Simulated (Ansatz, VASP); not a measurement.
**Two plane-wave programs on Al2Cu**

The input INCAR:

```
SYSTEM = Al2Cu
ALGO = Fast
EDIFF = 1E-6
ENCUT = 520
ISIF = 2
ISMEAR = 0
LASPH = .True.
LCHARG = .True.
LELF = .True.
LREAL = .False.
LVHAR = .True.
LWAVE = .False.
NBANDS = 16
NELM = 60
PREC = Accurate
SIGMA = 0.15
```

Contents of KPOINTS:

```
k-points
0
Gamma
  14 14 14
  0 0 0
```

File POSCAR:

```
Al2Cu
1.0
   -2.0046693320      2.0046693320      2.8351068677
    2.0046693320     -2.0046693320      2.8351068677
    2.0046693320      2.0046693320     -2.8351068677
Al Cu
2 1
Direct
    0.7500000000      0.2500000000      0.5000000000
    0.2500000000      0.7500000000      0.5000000000
    0.5000000000      0.5000000000      0.0000000000
```

Input for Ansatz:

```yaml
crystal:
  lattice:
    - [-2.004669332, 2.004669332, 2.8351068677]
    - [2.004669332, -2.004669332, 2.8351068677]
    - [2.004669332, 2.004669332, -2.8351068677]
  atoms:
    - { symbol: Al, position: [0.75, 0.25, 0.5] }
    - { symbol: Al, position: [0.25, 0.75, 0.5] }
    - { symbol: Cu, position: [0.5, 0.5, 0.0] }
basis:
  ecutwfc: 520.0
kpoints:
  mp_grid: { grid: [14, 14, 14] }
hamiltonian:
  xc: lda
  pseudopotentials: { kind: paw, azcp: { folder: soft_1 } }
scf:
  occupations: { method: gaussian, width: 0.15 }
output:
  forces: true
  stress: true
  eigenvalues: true
  write_density: true
  write_potential: true
  elf: true
  volumetric_format: npy
```

Alike in both runs: task single point; functional LDA; k mesh 14 × 14 × 14; occupations gaussian, width 0.15 eV; no spin polarisation.

|  | VASP | Ansatz |
| --- | --- | --- |
| version | VASP 6.6.1 | Ansatz 0.2.0 |
| potentials or method | VASP PAW LDA potentials, release 64 (Al, Cu), cutoff 520 eV | scalar-relativistic, plane waves, PAW |
| valence electrons in the cell | 17 | 25 |

VASP gave:

- gap on the k mesh at the Fermi level (eV): none
- pressure (GPa): 0.4

Task: What did Ansatz give for the same quantities?

Result: gap on the k mesh at the Fermi level (eV): none; pressure (GPa): 0.0.

Ansatz warns that its potentials were made for another functional, while VASP's fit it. LDA's correlation is that of Perdew and Zunger in VASP and of Perdew and Wang (1992) in Ansatz. A gap of «none» marks a metal or a gap that the smearing closes. VASP's potentials hold 17 valence electrons a cell and Ansatz's 25, so a difference there can come from the potentials and not from the codes. Ansatz's warnings: near symmetry operations not taken.
